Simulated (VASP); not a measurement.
# Tl (I4_1/amd) in VASP: relaxation of cell and atoms with PBE

Aim: the relaxation of cell and atoms of Tl with PBE.

Everything below comes from runs of VASP 6.6.1. Logs are shortened: lines on timing, memory, paths and dates and some standing lists are left out, and cuts for length are marked.

## (1) The cell of the first run

Symmetry: I4_1/amd, No. 141, tetragonal system. Conventional cell: a = 4.693 Å, b = 4.693 Å, c = 2.508 Å, α = 90.00°, β = 90.00°, γ = 90.00°. Tl (site symmetry -4m2) has 10 Tl at 2.43 to 3.01 Å within 3.2 Å.

## (2) Relaxation of cell and atoms, PBE, target pressure 230 GPa, at which the enthalpy is minimised

Contents of INCAR:

```
SYSTEM = Tl
PREC = Accurate ; ENCUT = 600
EDIFF = 1E-6 ; ISMEAR = -1
SIGMA = 0.1 ; LREAL = .False.
LASPH = .True. ; NELM = 80
ALGO = Normal ; ISIF = 3
LWAVE = .False. ; LCHARG = .False.
GGA = PE ; IBRION = 2
NSW = 32 ; EDIFFG = -0.005
PSTRESS = 2300.0
```

Contents of KPOINTS:

```
regular mesh
0
Gamma
  17 17 17
  0 0 0
```

Contents of POSCAR:

```
Tl
1.0
   -2.3466478630      2.3466478630      1.2540692137
    2.3466478630     -2.3466478630      1.2540692137
    2.3466478630      2.3466478630     -1.2540692137
Tl
2
Direct
   -0.3750000000     -0.1250000000     -0.2500000000
    0.3750000000      0.1250000000      0.2500000000
```

Potentials or basis: VASP PAW PBE potentials, release 64 (Tl_d).

The run is started by

```sh
cat potpaw_PBE.64/Tl_d/POTCAR > POTCAR
mpirun -np 1 vasp_std > vasp.out
```

OUTCAR:

```text
SYSTEM = Tl
   PREC = Accurate
   ENCUT = 600
   EDIFF = 1E-6
   ISMEAR = -1
   LREAL = .False.
   LASPH = .True.
   NELM = 80
   ISIF = 3
   GGA = PE
   IBRION = 2
   NSW = 32
   EDIFFG = -0.005
   PSTRESS = 2300.0

 ion  position               nearest neighbor table
   1  0.625  0.875  0.750-   2 2.43   2 2.43   2 2.43   2 2.43   2 3.01   2 3.01   2 3.01   2 3.01
                             2 3.92   2 3.92
   2  0.375  0.125  0.250-   1 2.43   1 2.43   1 2.43   1 2.43   1 3.01   1 3.01   1 3.01   1 3.01
                             1 3.92   1 3.92

  LATTYP: Found a body centered tetragonal cell.
 ALAT       =     4.6932957260
 C/A-ratio  =     0.5344087767

  Lattice vectors:

 A1 = (  -2.3466478630,   2.3466478630,   1.2540692137)
 A2 = (   2.3466478630,  -2.3466478630,   1.2540692137)
 A3 = (   2.3466478630,   2.3466478630,  -1.2540692137)

Analysis of symmetry for initial positions (statically):
=====================================================================
 Subroutine PRICEL returns:
 Original cell was already a primitive cell.

 Routine SETGRP: Setting up the symmetry group for a
 body centered tetragonal supercell.

 Subroutine GETGRP returns: Found 16 space group operations
 (whereof  4 operations were pure point group operations)
 out of a pool of 16 trial point group operations.

The static configuration has the point symmetry C_2h.
 The point group associated with its full space group is D_4h.

Analysis of symmetry for dynamics (positions and initial velocities):
=====================================================================
 Subroutine PRICEL returns:
 Original cell was already a primitive cell.

 Routine SETGRP: Setting up the symmetry group for a
 body centered tetragonal supercell.

 Subroutine GETGRP returns: Found 16 space group operations
 (whereof  4 operations were pure point group operations)
 out of a pool of 16 trial point group operations.

The dynamic configuration has the point symmetry C_2h.
 The point group associated with its full space group is D_4h.

 Subroutine INISYM returns: Found 16 space group operations
 (whereof  4 operations are pure point group operations),
 and found     1 'primitive' translations

----------------------------------------------------------------------------------------

                                     Primitive cell

  volume of cell :      27.6234

  direct lattice vectors                    reciprocal lattice vectors
    -2.346647863  2.346647863  1.254069214     0.000000000  0.213069889  0.398702077
     2.346647863 -2.346647863  1.254069214     0.213069889  0.000000000  0.398702077
     2.346647863  2.346647863 -1.254069214     0.213069889  0.213069889  0.000000000

  length of vectors
     3.547703761  3.547703761  3.547703761     0.452064292  0.452064292  0.301326327

  position of ions in fractional coordinates (direct lattice)
     0.625000000  0.875000000  0.750000000
     0.375000000  0.125000000  0.250000000

  ion indices of the primitive-cell ions
   primitive index   ion index
                 1           1
                 2           2

----------------------------------------------------------------------------------------

 KPOINTS: regular mesh

Automatic generation of k-mesh.
 Grid dimensions read from file:
 generate k-points for:   17   17   17

 Generating k-lattice:

  Cartesian coordinates                     Fractional coordinates (reciprocal lattice)
     0.000000000  0.012533523  0.023453063     0.058823529  0.000000000  0.000000000
     0.012533523  0.000000000  0.023453063     0.000000000  0.058823529  0.000000000
     0.012533523  0.012533523  0.000000000     0.000000000  0.000000000  0.058823529

  Length of vectors
     0.026592017  0.026592017  0.017725078

  Shift w.r.t. Gamma in fractional coordinates (k-lattice)
     0.000000000  0.000000000  0.000000000

 Subroutine IBZKPT returns following result:
 ===========================================

 Found    405 irreducible k-points:

 Following reciprocal coordinates:
            Coordinates               Weight
  0.000000  0.000000  0.000000      1.000000
  0.058824 -0.000000  0.000000      8.000000
  0.117647  0.000000  0.000000      8.000000
  0.176471  0.000000  0.000000      8.000000
  0.235294  0.000000  0.000000      8.000000
  0.294118  0.000000 -0.000000      8.000000
[... 16 lines left out ...]
 -0.176471  0.058824  0.000000     16.000000
 -0.117647  0.058824  0.000000     16.000000
 [... further k-points ...]
   k-points           NKPTS =    405   k-points in BZ     NKDIM =    405   number of bands    NBANDS=     17
   number of dos      NEDOS =    301   number of ions     NIONS =      2
   total plane-waves  NPLWV =  21952
   dimension x,y,z NGX =    28 NGY =   28 NGZ =   28
   dimension x,y,z NGXF=    56 NGYF=   56 NGZF=   56
   ions per type =               2
   NGX,Y,Z   is equivalent  to a cutoff of  13.12, 13.12, 13.12 a.u.
   NGXF,Y,Z  is equivalent  to a cutoff of  26.24, 26.24, 26.24 a.u.
 SYSTEM =  Tl
   PREC   = accura    normal or accurate (medium, high low for compatibility)
   ISTART =      0    job   : 0-new  1-cont  2-samecut
   ICHARG =      2    charge: 1-file 2-atom 10-const
   ISPIN  =      1    spin polarized calculation?
   LNONCOLLINEAR =      F non collinear calculations
   LSORBIT =      F    spin-orbit coupling
   LASPH  =      T    aspherical Exc in radial PAW
   ENCUT  =  600.0 eV  44.10 Ry    6.64 a.u.   7.09  7.09  7.09*2*pi/ulx,y,z
   NELM   =     80;   NELMIN=  2; NELMDL= -5     # of ELM steps
   EDIFF  = 0.1E-05   stopping-criterion for ELM
   LREAL  =      F    real-space projection
   EDIFFG = -.5E-02   stopping-criterion for IOM
   NSW    =     32    number of steps for IOM
   IBRION =      2    ionic relax: 0-MD 1-quasi-New 2-CG
   NFREE  =      1    steps in history (QN), initial steepest desc. (CG)
   ISIF   =      3    stress and relaxation
   ISYM   =      2    0-nonsym 1-usesym 2-fastsym
   POTIM  = 0.5000    time-step for ionic-motion
   TEBEG  =    0.0;   TEEND  =   0.0 temperature during run
   PSTRESS= 2300.0 pullay stress
   NELECT =      26.0000    total number of electrons
   NUPDOWN=      -1.0000    fix difference up-down
   EMIN   =  10.00;   EMAX   =-10.00  energy-range for DOS
   EFERMI =   0.00;   METHOD = LEGACY
   ISMEAR =    -1;   SIGMA  =   0.10  broadening in eV -4-tet -1-fermi 0-gaus
   EFERMI_NEDOS =   21; number of points for ismear=-14 and -15
   IALGO  =     38    algorithm
   IMIX   =      4    mixing-type and parameters
     AMIX     =   0.40;   BMIX     =  1.00
     AMIX_MAG =   1.60;   BMIX_MAG =  1.00
  volume/ion in A,a.u.               =      13.81        93.21
  Fermi-wavevector in a.u.,A,eV,Ry     =   1.604378  3.031836 35.021809  2.574030
  Thomas-Fermi vector in A             =   2.700893
   LORBIT       =      0    0 simple, 1 ext, 2 COOP (PROOUT), +10 PAW based schemes
   GGA     = PE    functional components
   LHFCALC =     F    Hartree Fock is set to
   AEXX    =    0.0000 exact exchange contribution
   IVDW    =     0    specifies the selected vdW correction
   LEPSILON=     F    determine dielectric tensor
   LRPA    =     F    only Hartree local field effects (RPA)
 conjugate gradient relaxation of ions
 non-spin polarized calculation
  energy-cutoff  :      600.00
  volume of cell :       27.62
 maximum number of plane-waves:       943
   NGX = 15   NGY = 15   NGZ = 15

--------------------------------------- Ionic step        1  -------------------------------------------

 number of electron      26.0000006 magnetization

 Free energy of the ion-electron system (eV)
  ---------------------------------------------------
  ext. energy  EPLUGINS =         0.00000000
  ---------------------------------------------------
  free energy    TOTEN  =         6.73602412 eV

  energy without entropy =        6.75957369  energy(sigma->0) =        6.74779890

------------------------ aborting loop because EDIFF is reached ----------------------------------------

  FORCE on cell =-STRESS in cart. coord.  units (eV):
  Direction    XX          YY          ZZ          XY          YZ          ZX
  --------------------------------------------------------------------------------------
  -------------------------------------------------------------------------------------
  Total       39.7939701     39.7939701     39.7768557      0.0000000     -0.0000000      0.0000000
  in kB     2308.0781255   2308.0781255   2307.0854795      0.0000000     -0.0000000      0.0000000
  external PRESSURE =       7.7472435 kB  Pullay stress =    2300.0000000 kB
[... 99 lines left out ...]
  enthalpy is  TOTEN    =        46.3906606097 eV   P V=       39.6888818984

--------------------------------------- Ionic step        4  -------------------------------------------

 number of electron      26.0000006 magnetization

 Free energy of the ion-electron system (eV)
  ---------------------------------------------------
  ext. energy  EPLUGINS =         0.00000000
  ---------------------------------------------------
  free energy    TOTEN  =         6.69922259 eV

  energy without entropy =        6.72278199  energy(sigma->0) =        6.71100229

 E-fermi :  18.8291     XC(G=0): -14.3128

 val. band max:       18.7993653012   @ k =  -0.2353  -0.2353   0.2353
 cond. band min:      18.8352075571   @ k =  -0.2941  -0.2941   0.1176
 fundamental gap:      0.0358422559
 Fermi energy:        18.8290894422

 k-point     1 :       0.0000    0.0000    0.0000
  band No.  band energies     occupation
      1       0.5408      2.00000
      2       1.3778      2.00000
      3       1.4376      2.00000
      4       2.0419      2.00000
      5       2.3112      2.00000
      6       5.2899      2.00000
[... 9 lines left out ...]
     16      29.0675      0.00000
     17      29.0675      0.00000
[... 443 lines left out ...]
      1       0.7983      2.00000
      2       1.4535      2.00000
      3       1.5631      2.00000
      4       2.1573      2.00000
      5       2.3682      2.00000
      6       5.0501      2.00000
[... 9 lines left out ...]
     16      28.5006      0.00000
     17      29.1963      0.00000

 [... further k-points ...]

------------------------ aborting loop because EDIFF is reached ----------------------------------------

  FORCE on cell =-STRESS in cart. coord.  units (eV):
  Direction    XX          YY          ZZ          XY          YZ          ZX
  --------------------------------------------------------------------------------------
  -------------------------------------------------------------------------------------
  Total       39.7005564     39.7005564     39.6891070     -0.0000000      0.0000000      0.0000000
  in kB     2300.5283954   2300.5283954   2299.8649359     -0.0000000      0.0000000      0.0000000
  external PRESSURE =       0.3072422 kB  Pullay stress =    2300.0000000 kB
[... 17 lines left out ...]
  FREE ENERGIE OF THE ION-ELECTRON SYSTEM (eV)
  ---------------------------------------------------
  free  energy   TOTEN  =         6.6992225912 eV

  energy  without entropy=        6.7227819930  energy(sigma->0) =        6.71100229

  enthalpy is  TOTEN    =        46.3906604078 eV   P V=       39.6914378166

 reached required accuracy - stopping structural energy minimisation
```

Wall time 3.3 min (1 thread of Intel Xeon 6975P-C (Granite Rapids), shared host); peak memory 0.33 GiB.

Results:

* Free energy: 6.6992 eV
* Relaxed volume: 13.82 Å³/atom
* Relaxed cell: a = 3.549 Å, b = 3.549 Å, c = 3.549 Å, α = 97.18°, β = 97.18°, γ = 138.60°
* Space group after relaxing (to 0.1 Å): I4_1/amd (No. 141)
* Energy change on relaxing (the run minimises the enthalpy): -18.4 meV/atom
* Ionic steps: 4
* Pressure after relaxing: 230.0 GPa
* Band gap on the k mesh: zero (bands 13 and 14 overlap by 10.59 eV)

The path:
```tsv
step	energy change (eV)	largest force (eV/Å)	pressure (GPa)	volume (Å³)
1	0.0000	0.0000	230.77	27.62
2	-0.3786	0.0000	222.21	27.89
3	-0.0342	0.0000	230.06	27.65
4	-0.0368	0.0000	230.03	27.65
```

Final structure:
```cif
data_structure
_symmetry_space_group_name_H-M 'P 1'
_symmetry_Int_Tables_number 1
_cell_length_a 3.5488
_cell_length_b 3.5488
_cell_length_c 3.5488
_cell_angle_alpha 97.178
_cell_angle_beta 97.178
_cell_angle_gamma 138.600
_cell_volume 27.65
loop_
_atom_site_label
_atom_site_type_symbol
_atom_site_fract_x
_atom_site_fract_y
_atom_site_fract_z
_atom_site_occupancy
Tl1 Tl 0.62500 0.87500 0.75000 1
Tl2 Tl 0.37500 0.12500 0.25000 1
```

Caveat: the cell is relaxed towards a set pressure, so the run minimises the enthalpy, not the energy; spin-orbit coupling is left out, which moves the levels of the heavy elements.

The gap in the log of VASP goes by the Fermi energy; the results here count the filled bands.